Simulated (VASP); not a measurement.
Set up this calculation in VASP 6.6.1, as the native input.

```
Task                               : single point
Functional                         : PBE0
Potentials or basis                : VASP PAW PBE potentials, release 64 (Zn)
Cutoff                             : 520 eV
k mesh                             : 6 × 6 × 6
Occupations                        : fermi-dirac, width 0.05 eV
Spin                               : no spin polarisation
Dipole correction                  : no
Grid for exact exchange (PRECFOCK) : Normal
Further INCAR settings             : ALGO = Normal; EDIFF = 1e-07; NBANDS = 12
Share of exact exchange            : 0.25
```

Zn:

```
Zn
1.0
    -1.58968    1.58968    1.58968
     1.58968   -1.58968    1.58968
     1.58968    1.58968   -1.58968
Zn
1
Cartesian
  0.0000 0.0000 0.0000
```

This isn't the form of Zn at room conditions, which is hcp.

One way to write it, as run:

POSCAR

```
Zn
1.0
   -1.5896845915      1.5896845915      1.5896845915
    1.5896845915     -1.5896845915      1.5896845915
    1.5896845915      1.5896845915     -1.5896845915
Zn
1
Direct
    0.0000000000      0.0000000000      0.0000000000
```

INCAR.step1

```
SYSTEM = Zn
PREC = Accurate
ENCUT = 520
EDIFF = 1E-5
ISMEAR = -1
SIGMA = 0.05
LREAL = .False.
LASPH = .True.
NELM = 60
ALGO = Normal
ISIF = 2
LWAVE = .True.
GGA = PE
NBANDS = 12
```

INCAR.step2

```
SYSTEM = Zn
PREC = Accurate
ENCUT = 520
EDIFF = 1E-7
ISMEAR = -1
SIGMA = 0.05
LREAL = .False.
LASPH = .True.
NELM = 60
ALGO = Normal
ISIF = 2
LWAVE = .False.
LCHARG = .True.
GGA = PE
LHFCALC = .True.
AEXX = 0.25
PRECFOCK = Normal
LELF = .True.
LVHAR = .True.
ISTART = 1
NBANDS = 12
```

KPOINTS

```
regular mesh
0
Gamma
  6 6 6
  0 0 0
```

Potentials or basis: VASP PAW PBE potentials, release 64 (Zn).

Command:

```console
$ cat potpaw_PBE.64/Zn/POTCAR > POTCAR
$ cp INCAR.step1 INCAR
$ mpirun -np 1 vasp_std > vasp.out
$ cp INCAR.step2 INCAR
$ mpirun -np 1 vasp_std > vasp.out
```

It gave:

```
Pressure               : -2.8 GPa
Band gap on the k mesh : zero (bands 6 and 7 overlap by 6.53 eV)
```

Caveat: the k points lie up to 0.47 Å⁻¹ apart, too coarse for converged energies and pressures of a metal; the PAW data sets were made with another functional, which shifts forces and pressure a little.

It took 16 min on 1 thread of Intel(R) Xeon(R) Platinum 8375C CPU @ 2.90GHz (Ice Lake) (shared host), peak memory 0.13 GiB.
